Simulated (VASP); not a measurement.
Crystal: Sn.

```
CELL_PARAMETERS angstrom
0.00000 3.18964 3.18964
3.18964 0.00000 3.18964
3.18964 3.18964 0.00000
ATOMIC_POSITIONS crystal
Sn 0.75000 0.75000 0.75000
Sn 0.50000 0.50000 0.50000
```

Base run:

```yaml
Program: VASP 6.6.1
Functional: BLYP
Potentials_or_basis: VASP PAW PBE potentials, release 64 (Sn_d)
Cutoff: 520 eV
k_mesh: 7 × 7 × 7
Occupations: fermi-dirac, width 0.05 eV
Spin: no spin polarisation
```

Its results: pressure 9.1 GPa.

Task: The run is repeated on the same cell with these changes: functional from BLYP to r2SCAN. What comes out?

Result: Pressure 4.6 GPa.

Caveats: the PAW data sets were made with another functional, which shifts forces and pressure a little.
